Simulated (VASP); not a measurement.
# AlGa3N4 (P-4) in VASP: a series of runs

Runs on AlGa3N4. Level: PBEsol. Tasks: single point.

Everything below comes from runs of VASP 6.6.1. Logs are shortened: lines on timing, memory, paths and dates and some standing lists are left out, and cuts for length are marked.

### 1 The cell of the first run

The structure is tetragonal, space group P-4 (No. 81). The conventional cell has a = 4.468 Å, b = 4.468 Å, c = 4.363 Å, α = 90.00°, β = 90.00°, γ = 90.00°. Al (site symmetry -4) has 4 N at 1.88 Å within 2.5 Å. Ga (site symmetry 2) has 4 N at 1.90 to 2.00 Å within 2.5 Å. Ga (site symmetry -4) has 4 N at 1.94 Å within 2.6 Å. Within 2.5 Å of N (site symmetry 1) lie 1 Al at 1.88 Å and 3 Ga at 1.90 to 2.00 Å.

### 2 Single point, PBEsol (atoms displaced along a vibrational mode, the cell strained)

Contents of INCAR:

```
SYSTEM = AlGa3N4
ALGO = Normal
EDIFF = 1E-6
ENCUT = 520
GGA = PS
ISIF = 2
ISMEAR = 0
LASPH = .True.
LCHARG = .False.
LREAL = .False.
LWAVE = .False.
NBANDS = 41
NELM = 80
PREC = Accurate
SIGMA = 0.05
```

Contents of KPOINTS:

```
k-points
0
Gamma
  6 6 6
  0 0 0
```

Contents of POSCAR:

```
AlGa3N4
1.0
    4.3634828591      0.0000000000      0.0000000000
    0.0000000000      4.4675774128      0.0000000000
    0.0000000000      0.0000000000      4.4675774128
Al Ga N
1 3 4
Direct
    0.0000000000      0.0000000000      0.0000000000
    0.4447127655      0.5000001009      0.0000000000
    0.5552872345      0.0000000000      0.4999992340
    0.0000000000      0.4999998991      0.5000007660
    0.7550466747      0.7379830624      0.2278905155
    0.7550461397      0.2620164648      0.7721095468
    0.2449537981      0.7721097520      0.7379832676
    0.2449533875      0.2278907208      0.2620166701
```

Potentials or basis: VASP PAW PBE potentials, release 64 (Al, Ga_d, N).

Command:

```sh
> cat potpaw_PBE.64/Al/POTCAR potpaw_PBE.64/Ga_d/POTCAR potpaw_PBE.64/N/POTCAR > POTCAR
> mpirun -np 1 vasp_std > vasp.out
```

OUTCAR:

```text
SYSTEM = AlGa3N4
   EDIFF = 1E-6
   ENCUT = 520
   GGA = PS
   ISIF = 2
   ISMEAR = 0
   LASPH = .True.
   LREAL = .False.
   NELM = 80
   PREC = Accurate

 ion  position               nearest neighbor table
   1  0.000  0.000  0.000-   6 1.88   8 1.88   7 1.88   5 1.88   3 2.96   2 2.96   2 2.96   3 2.96

   2  0.445  0.500  0.000-   8 1.90   7 1.90   6 2.00   5 2.00   1 2.96   1 2.96
   3  0.555  0.000  0.500-   5 1.90   6 1.90   8 2.00   7 2.00   1 2.96   1 2.96
   4  0.000  0.500  0.500-   6 1.94   7 1.94   8 1.94   5 1.94
   5  0.755  0.738  0.228-   1 1.88   3 1.90   4 1.94   2 2.00
   6  0.755  0.262  0.772-   1 1.88   3 1.90   4 1.94   2 2.00
   7  0.245  0.772  0.738-   1 1.88   2 1.90   4 1.94   3 2.00
   8  0.245  0.228  0.262-   1 1.88   2 1.90   4 1.94   3 2.00

  LATTYP: Found a simple tetragonal cell.
 ALAT       =     4.4675774128
 C/A-ratio  =     0.9767000000

  Lattice vectors:

 A1 = (   0.0000000000,   4.4675774128,   0.0000000000)
 A2 = (   0.0000000000,   0.0000000000,   4.4675774128)
 A3 = (   4.3634828591,   0.0000000000,   0.0000000000)

Analysis of symmetry for initial positions (statically):
=====================================================================
 Subroutine PRICEL returns:
 Original cell was already a primitive cell.

 Routine SETGRP: Setting up the symmetry group for a
 simple tetragonal supercell.

 Subroutine GETGRP returns: Found  4 space group operations
 (whereof  4 operations were pure point group operations)
 out of a pool of 16 trial point group operations.

The static configuration has the point symmetry S_4 .

Analysis of symmetry for dynamics (positions and initial velocities):
=====================================================================
 Subroutine PRICEL returns:
 Original cell was already a primitive cell.

 Routine SETGRP: Setting up the symmetry group for a
 simple tetragonal supercell.

 Subroutine GETGRP returns: Found  4 space group operations
 (whereof  4 operations were pure point group operations)
 out of a pool of 16 trial point group operations.

The dynamic configuration has the point symmetry S_4 .

 Subroutine INISYM returns: Found  4 space group operations
 (whereof  4 operations are pure point group operations),
 and found     1 'primitive' translations

----------------------------------------------------------------------------------------

                                     Primitive cell

  volume of cell :      87.0918

  direct lattice vectors                    reciprocal lattice vectors
[... 94 lines left out ...]
   LNONCOLLINEAR =      F non collinear calculations
   LSORBIT =      F    spin-orbit coupling
   LASPH  =      T    aspherical Exc in radial PAW
   ENCUT  =  520.0 eV  38.22 Ry    6.18 a.u.   8.11  8.31  8.31*2*pi/ulx,y,z
   NELM   =     80;   NELMIN=  2; NELMDL= -5     # of ELM steps
   EDIFF  = 0.1E-05   stopping-criterion for ELM
   LREAL  =      F    real-space projection
[... 7 lines left out ...]
   TEBEG  =    0.0;   TEEND  =   0.0 temperature during run
   PSTRESS=    0.0 pullay stress
   NELECT =      62.0000    total number of electrons
   NUPDOWN=      -1.0000    fix difference up-down
   EMIN   =  10.00;   EMAX   =-10.00  energy-range for DOS
   EFERMI =   0.00;   METHOD = LEGACY
   ISMEAR =     0;   SIGMA  =   0.05  broadening in eV -4-tet -1-fermi 0-gaus
   EFERMI_NEDOS =   21; number of points for ismear=-14 and -15
   IALGO  =     38    algorithm
   IMIX   =      4    mixing-type and parameters
     AMIX     =   0.40;   BMIX     =  1.00
     AMIX_MAG =   1.60;   BMIX_MAG =  1.00
  volume/ion in A,a.u.               =      10.89        73.47
  Fermi-wavevector in a.u.,A,eV,Ry     =   1.461772  2.762348 29.072613  2.136777
  Thomas-Fermi vector in A             =   2.578064
   LORBIT       =      0    0 simple, 1 ext, 2 COOP (PROOUT), +10 PAW based schemes
   GGA     = PS    functional components
   LHFCALC =     F    Hartree Fock is set to
   AEXX    =    0.0000 exact exchange contribution
   IVDW    =     0    specifies the selected vdW correction
   LEPSILON=     F    determine dielectric tensor
   LRPA    =     F    only Hartree local field effects (RPA)
 non-spin polarized calculation
 Gauss-broadening in eV      SIGMA  =   0.05
  energy-cutoff  :      520.00
  volume of cell :       87.09
 maximum number of plane-waves:      2372
   NGX = 17   NGY = 17   NGZ = 17

 number of electron      61.9999973 magnetization

 Free energy of the ion-electron system (eV)
  ---------------------------------------------------
  ext. energy  EPLUGINS =         0.00000000
  ---------------------------------------------------
  free energy    TOTEN  =       -54.36270110 eV

  energy without entropy =      -54.36270110  energy(sigma->0) =      -54.36270110

 E-fermi :   5.8664     XC(G=0): -11.8827

 val. band max:        5.5939766895   @ k =   0.0000   0.0000   0.0000
 cond. band min:       7.9017842901   @ k =   0.0000   0.0000   0.0000
 fundamental gap:      2.3078076007
 Fermi energy:         5.8664287573

 k-point     1 :       0.0000    0.0000    0.0000
  band No.  band energies     occupation
      1     -10.3182      2.00000
      2      -8.9684      2.00000
      3      -8.8695      2.00000
      4      -8.8695      2.00000
      5      -7.6331      2.00000
      6      -7.6158      2.00000
[... 1045 lines left out ...]
     40      15.8960      0.00000
     41      16.3459      0.00000

 [... further k-points ...]
[... 5 lines left out ...]
  --------------------------------------------------------------------------------------
  -------------------------------------------------------------------------------------
  Total        2.0724803      2.0761720      2.0761720      0.0000000      0.0000012     -0.0000000
  in kB       38.1262020     38.1941170     38.1941170      0.0000000      0.0000227     -0.0000000
  external PRESSURE =      38.1714787 kB  Pullay stress =       0.0000000 kB

 VOLUME and BASIS-vectors are now :
 -----------------------------------------------------------------------------
  energy-cutoff  :      520.00
  volume of cell :       87.09
      direct lattice vectors                 reciprocal lattice vectors
     4.363482859  0.000000000  0.000000000     0.229174729  0.000000000  0.000000000
     0.000000000  4.467577413  0.000000000     0.000000000  0.223834957  0.000000000
     0.000000000  0.000000000  4.467577413     0.000000000  0.000000000  0.223834957

 POSITION                                       TOTAL-FORCE (eV/Angst)
 -----------------------------------------------------------------------------------
      0.00000      0.00000      0.00000         0.000000      0.000000     -0.000000
      1.94050      2.23379      0.00000         2.089233      0.000000     -0.000000
      2.42299      0.00000      2.23379        -2.089233      0.000000     -0.000000
      0.00000      2.23379      2.23379         0.000000      0.000000     -0.000000
      3.29463      3.29700      1.01812        -0.074583      0.178797      0.177150
      3.29463      1.17058      3.44946        -0.074583     -0.178797     -0.177150
      1.06885      3.44946      3.29700         0.074583     -0.177150      0.178797
      1.06885      1.01812      1.17058         0.074583      0.177150     -0.178797
 -----------------------------------------------------------------------------------
    total drift:                               -0.000000     -0.000093      0.000005

  FREE ENERGIE OF THE ION-ELECTRON SYSTEM (eV)
  ---------------------------------------------------
  free  energy   TOTEN  =       -54.3627010992 eV

  energy  without entropy=      -54.3627010992  energy(sigma->0) =      -54.36270110
```

Run time: 76 s. Hardware: 1 thread of Intel Xeon 6975P-C (Granite Rapids), shared host; peak memory 0.26 GiB.

Results:

```
Free energy            : -54.3627 eV
Pressure               : 3.8 GPa
Largest force          : 2.089 eV/Å
Band gap on the k mesh : 2.31 eV
```

Forces in eV/Å, atoms in the order of the input:
```
Al   0.000  0.000  0.000
Ga   2.089  0.000  0.000
Ga  -2.089  0.000  0.000
Ga   0.000  0.000  0.000
N   -0.075  0.179  0.177
N   -0.075 -0.179 -0.177
N    0.075 -0.177  0.179
N    0.075  0.177 -0.179
```

Caveat: the cell differs from its parent crystal (atoms displaced along a vibrational mode, the cell strained); the cell stands under pressure; the PAW data sets were made with another functional, which shifts forces and pressure a little.

### 3 Single point, PBEsol (atoms displaced along a vibrational mode, the cell strained)

Contents of INCAR:

```
PREC = Accurate
ENCUT = 520
EDIFF = 1E-6
ISMEAR = 0
SIGMA = 0.05
LREAL = False
LASPH = True
NELM = 80
ALGO = Normal
ISIF = 2
LWAVE = False
LCHARG = False
GGA = PS
NBANDS = 41
```

Contents of KPOINTS:

```
regular mesh
0
Gamma
  6 6 6
```

Contents of POSCAR:

```
AlGa3N4
1.0
    4.3634828591      0.0000000000      0.0000000000
    0.0000000000      4.4675774128      0.0000000000
    0.0000000000      0.0000000000      4.4675774128
Al Ga N
1 3 4
Direct
    0.0000000000      0.0000000000      0.0000000000
    0.4631343825      0.5000000673      0.0000000000
    0.5368656175      0.0000000000      0.4999994893
    0.0000000000      0.4999999327      0.5000005107
    0.7550465856      0.7436685412      0.2335759052
    0.7550462288      0.2563311435      0.7664241363
    0.2449537297      0.7664242732      0.7436686781
    0.2449534559      0.2335760421      0.2563312804
```

Potentials or basis: VASP PAW PBE potentials, release 64 (Al, Ga_d, N).

Command:

```sh
> cat potpaw_PBE.64/Al/POTCAR potpaw_PBE.64/Ga_d/POTCAR potpaw_PBE.64/N/POTCAR > POTCAR
> mpirun -np 1 vasp_std > vasp.out
```

Run time: 70 s. Hardware: 1 thread of Intel Xeon 6975P-C (Granite Rapids), shared host; peak memory 0.26 GiB.

Results (log left out):

- Free energy: -54.6744 eV
- Pressure: 4.2 GPa
- Largest force: 1.436 eV/Å
- Band gap on the k mesh: 2.36 eV

Forces on the atoms (eV/Å):
```
Al   0.000  0.000  0.000
Ga   1.436  0.000  0.000
Ga  -1.436  0.000  0.000
Ga   0.000  0.000  0.000
N   -0.028  0.090  0.107
N   -0.028 -0.090 -0.107
N    0.028 -0.107  0.090
N    0.028  0.107 -0.090
```

Stress tensor (GPa, compression positive):
```
5.17 0.00 0.00
0.00 3.71 0.00
0.00 0.00 3.71
```

Levels at points of the mesh, in eV from the valence-band top:
```csv
k point,band 27,band 28,band 29,band 30,band 31,band 32,band 33,band 34,band 35,band 36
"(0.00, 0.00, 0.00)",-2.48,-2.48,-0.09,-0.09,0.00,2.36,3.14,3.26,3.26,6.32
"(0.50, 0.00, 0.00)",-2.76,-1.64,-1.64,-1.36,-1.36,4.86,5.00,6.20,6.20,7.61
"(0.00, 0.50, 0.00)",-2.96,-1.55,-1.47,-1.25,-1.17,4.79,4.87,5.93,5.93,7.87
"(0.50, 0.50, 0.00)",-3.15,-0.98,-0.97,-0.91,-0.64,6.65,6.85,6.99,7.24,7.27
"(0.00, 0.50, 0.50)",-3.01,-1.16,-1.10,-1.10,-0.77,6.42,6.42,6.68,7.09,7.11
"(0.50, 0.50, 0.50)",-0.86,-0.83,-0.70,-0.67,-0.67,4.94,4.94,5.02,6.27,8.73
```

Caveat: the cell differs from its parent crystal (atoms displaced along a vibrational mode, the cell strained); the cell stands under pressure; the PAW data sets were made with another functional, which shifts forces and pressure a little.

### 4 Single point, PBEsol (atoms displaced along a vibrational mode)

Contents of INCAR:

```
PREC     = Accurate       # precision mode
ENCUT    = 520            # plane-wave cutoff, eV
EDIFF    = 1E-6           # SCF threshold, eV
ISMEAR   = 0              # smearing method
SIGMA    = 0.05           # smearing width, eV
LREAL    = F              # projectors in reciprocal space
LASPH    = T              # aspherical terms in the spheres
NELM     = 100            # most SCF steps
ALGO     = Normal         # electronic algorithm
ISIF     = 2              # what is computed and relaxed
LWAVE    = F              # write WAVECAR
LCHARG   = T              # write CHGCAR
GGA      = PS             # functional
LELF     = T              # ELF
LVHAR    = T            
NBANDS   = 41             # bands
```

KPOINTS is that of step 3.

POSCAR: that of step 3 with these lines changed.

```diff
@@ -2,3 +2,3 @@
 1.0
-    4.3634828591      0.0000000000      0.0000000000
+    4.4675774128      0.0000000000      0.0000000000
     0.0000000000      4.4675774128      0.0000000000
```

Potentials or basis: VASP PAW PBE potentials, release 64 (Al, Ga_d, N).

Command:

```sh
> cat potpaw_PBE.64/Al/POTCAR potpaw_PBE.64/Ga_d/POTCAR potpaw_PBE.64/N/POTCAR > POTCAR
> mpirun -np 1 vasp_std > vasp.out
```

OUTCAR:

```text
PREC = Accurate
   ENCUT = 520
   EDIFF = 1E-6
   ISMEAR = 0
   LREAL = F
   LASPH = T
   NELM = 100
   ISIF = 2
   GGA = PS

 ion  position               nearest neighbor table
   1  0.000  0.000  0.000-   8 1.90   6 1.90   5 1.90   7 1.90   3 3.04   2 3.04   2 3.04   3 3.04

   2  0.463  0.500  0.000-   7 1.92   8 1.92   6 1.99   5 1.99   1 3.04   1 3.04
   3  0.537  0.000  0.500-   5 1.92   6 1.92   8 1.99   7 1.99   1 3.04   1 3.04
   4  0.000  0.500  0.500-   6 1.95   7 1.95   8 1.95   5 1.95
   5  0.755  0.744  0.234-   1 1.90   3 1.92   4 1.95   2 1.99
   6  0.755  0.256  0.766-   1 1.90   3 1.92   4 1.95   2 1.99
   7  0.245  0.766  0.744-   1 1.90   2 1.92   4 1.95   3 1.99
   8  0.245  0.234  0.256-   1 1.90   2 1.92   4 1.95   3 1.99
[... 1269 lines left out ...]
  in kB      -11.5512608      0.0288044      0.0288044      0.0000000      0.0000149     -0.0000000
  external PRESSURE =      -3.8312173 kB  Pullay stress =       0.0000000 kB

 VOLUME and BASIS-vectors are now :
 -----------------------------------------------------------------------------
  energy-cutoff  :      520.00
  volume of cell :       89.17
      direct lattice vectors                 reciprocal lattice vectors
     4.467577413  0.000000000  0.000000000     0.223834957  0.000000000  0.000000000
     0.000000000  4.467577413  0.000000000     0.000000000  0.223834957  0.000000000
     0.000000000  0.000000000  4.467577413     0.000000000  0.000000000  0.223834957

 POSITION                                       TOTAL-FORCE (eV/Angst)
 -----------------------------------------------------------------------------------
      0.00000      0.00000      0.00000         0.000000      0.000000      0.000000
      2.06909      2.23379      0.00000         1.459523      0.000000      0.000000
      2.39849      0.00000      2.23379        -1.459523      0.000000      0.000000
      0.00000      2.23379      2.23379         0.000000      0.000000     -0.000000
      3.37323      3.32240      1.04352        -0.036813      0.119483      0.117494
      3.37323      1.14518      3.42406        -0.036813     -0.119483     -0.117494
      1.09435      3.42406      3.32240         0.036813     -0.117494      0.119483
      1.09435      1.04352      1.14518         0.036813      0.117494     -0.119483
 -----------------------------------------------------------------------------------
    total drift:                                0.000000     -0.000051     -0.000001

  FREE ENERGIE OF THE ION-ELECTRON SYSTEM (eV)
  ---------------------------------------------------
  free  energy   TOTEN  =       -54.7015270604 eV

  energy  without entropy=      -54.7015270604  energy(sigma->0) =      -54.70152706
```

stdout:

```text
POSCAR found type information on POSCAR AlGaN
 POSCAR found :  3 types and       8 ions
 scaLAPACK will be used
 -----------------------------------------------------------------------------
|                                                                             |
|                                                                             |
|     You enforced a specific xc type in the INCAR file but a different       |
|     I HOPE YOU KNOW WHAT YOU ARE DOING!                                     |
|                                                                             |
 -----------------------------------------------------------------------------

 LDA part: xc-table for (Slater+PW92), standard interpolation
 POSCAR, INCAR and KPOINTS ok, starting setup
 FFT: planning ... GRIDC
 FFT: planning ... GRID_SOFT
 FFT: planning ... GRID
 WAVECAR not read
 entering main loop
```

It took 71 s on 1 thread of Intel Xeon 6975P-C (Granite Rapids), shared host; peak memory 0.28 GiB.

What came out:

| Quantity | Value |
| --- | --- |
| Free energy | -54.7015 eV |
| Pressure | -0.4 GPa |
| Largest force | 1.460 eV/Å |
| Band gap on the k mesh | 2.26 eV |

Forces on the atoms (eV/Å):
```
Al   0.000  0.000  0.000
Ga   1.460  0.000  0.000
Ga  -1.460  0.000  0.000
Ga   0.000  0.000  0.000
N   -0.037  0.119  0.117
N   -0.037 -0.119 -0.117
N    0.037 -0.117  0.119
N    0.037  0.117 -0.119
```

Stress tensor (GPa, compression positive):
```
-1.16  0.00  0.00
 0.00  0.00  0.00
 0.00  0.00  0.00
```

Caveat: the cell differs from its parent crystal (atoms displaced along a vibrational mode); the PAW data sets were made with another functional, which shifts forces and pressure a little.

(Part 1 of 2 ends here.)
